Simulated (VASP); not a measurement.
Here is a VASP 6.6.1 calculation.

File INCAR:

```
SYSTEM = SiNi
PREC     = Accurate       ! precision mode
ENCUT    = 600            ! plane-wave cutoff, eV
EDIFF    = 1E-7           ! SCF threshold, eV
ISMEAR   = -1             ! smearing method
SIGMA    = 0.08           ! smearing width, eV
LREAL    = .FALSE.        ! projectors in reciprocal space
LASPH    = .TRUE.         ! aspherical terms in the spheres
NELM     = 80             ! most SCF steps
ALGO     = Normal         ! electronic algorithm
ISIF     = 3              ! what is computed and relaxed
LWAVE    = .FALSE.        ! write WAVECAR
LCHARG   = .FALSE.        ! write CHGCAR
GGA      = PE             ! functional
IBRION   = 2              ! ionic algorithm
NSW      = 60             ! ionic steps
EDIFFG   = -0.005         ! ionic threshold
PSTRESS  = 610.0
```

Contents of KPOINTS:

```
regular mesh
0
G
  16 16 16
  0 0 0
```

POSCAR

```
SiNi
1.0
    0.0000000000      2.1816983361      2.1816983361
    2.1816983361      0.0000000000      2.1816983361
    2.1816983361      2.1816983361      0.0000000000
Ni Si
1 1
Direct
    0.0000000000      0.0000000000      0.0000000000
    0.5000000000      0.5000000000      0.5000000000
```

Potentials or basis: VASP PAW PBE potentials, release 64 (Ni, Si).

Command:

```console
$ cat potpaw_PBE.64/Ni/POTCAR potpaw_PBE.64/Si/POTCAR > POTCAR
$ mpirun -np 1 vasp_std > vasp.out
```

Task: Estimate the relaxed cell.

Result: a = 3.085 Å, b = 3.085 Å, c = 3.085 Å, α = 60.00°, β = 60.00°, γ = 60.00°.

Task: Estimate the space group after relaxing (to 0.05 Å).

Result: Fm-3m (No. 225).

Task: What does it give for the band gap on the k mesh?

Result: Zero (band 7 reaches 17.96 eV, above the bottom of band 8 at 11.32 eV).

Task: Predict the relaxed volume.

Result: 10.38 Å³/atom.

The path:
| step | energy change (eV) | largest force (eV/Å) | pressure (GPa) | volume (Å³) |
| --- | --- | --- | --- | --- |
| 1 | 0.0000 | 0.0000 | 60.74 | 20.77 |
| 2 | 0.0190 | 0.0000 | 61.70 | 20.72 |
| 3 | 0.0048 | 0.0000 | 61.03 | 20.76 |

Caveat: the cell is relaxed towards a set pressure, so the enthalpy falls and the energy may rise. Spin polarisation is off, so any magnetic state and its effect on volume and gap are missing.
